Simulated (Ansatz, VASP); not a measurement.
**Two plane-wave programs on InW4**

Contents of INCAR:

```
  PREC = Accurate
  ENCUT = 600
  EDIFF = 1E-6
  ISMEAR = 0
  SIGMA = 0.1
  LREAL = F
  LASPH = T
  NELM = 80
  ALGO = Fast
  ISIF = 3
  LWAVE = F
  LCHARG = F
  GGA = PE
  IBRION = 2
  NSW = 100
  EDIFFG = -0.01
```

KPOINTS

```
regular mesh
0
Gamma
  8 8 8
```

POSCAR

```
InW4
1.0
    4.8111217918      0.0000000000      0.0000000000
    0.0000000000      4.8111217918      0.0000000000
    0.0000000000      0.0000000000      4.8111217918
In W
1 4
Direct
    0.0000000000      0.0000000000      0.0000000000
    0.0000000000      0.5000000000      0.5000000000
    0.5000000000      0.0000000000      0.5000000000
    0.5000000000      0.5000000000      0.0000000000
    0.5000000000      0.5000000000      0.5000000000
```

Input for Ansatz:

```yaml
crystal:
  lattice:
    - [4.8111217918, 0.0, 0.0]
    - [0.0, 4.8111217918, 0.0]
    - [0.0, 0.0, 4.8111217918]
  atoms:
    - { symbol: In, position: [0.0, 0.0, 0.0] }
    - { symbol: W, position: [0.0, 0.5, 0.5] }
    - { symbol: W, position: [0.5, 0.0, 0.5] }
    - { symbol: W, position: [0.5, 0.5, 0.0] }
    - { symbol: W, position: [0.5, 0.5, 0.5] }
basis:
  ecutwfc: 420
kpoints:
  mp_grid: { grid: [8, 8, 8] }
hamiltonian:
  xc: pbe
scf:
  occupations: { method: gaussian, width: 0.1 }
output:
  forces: true
  stress: true
  eigenvalues: true
relax:
  adjacent_minimum: "off"
  f_tol: 0.01
  max_steps: 80
  cell: { stress_tol: 0.05 }
```

Alike in both runs: task relaxation of cell and atoms; functional PBE; k mesh 8 × 8 × 8; occupations gaussian, width 0.1 eV; no spin polarisation.

|  | VASP | Ansatz |
| --- | --- | --- |
| version | VASP 6.6.1 | Ansatz 0.2.0 |
| potentials or method | VASP PAW PBE potentials, release 64 (In_d, W_sv), cutoff 600 eV | scalar-relativistic, plane waves, PAW |
| valence electrons in the cell | 69 | 69 |

|  | VASP | Ansatz | Ansatz less VASP |
| --- | --- | --- | --- |
| gap on the k mesh at the Fermi level, each at its own relaxed structure (eV) | none | none | - |
| relaxed volume (Å³/atom) | 22.24 | 22.11 | -0.126 |
| relaxed cell length with the largest relative difference (Å) | 4.809 | 4.800 | -0.0091 |

A gap of «none» marks a metal or a gap that the smearing closes.

Spin-orbit coupling is off throughout.
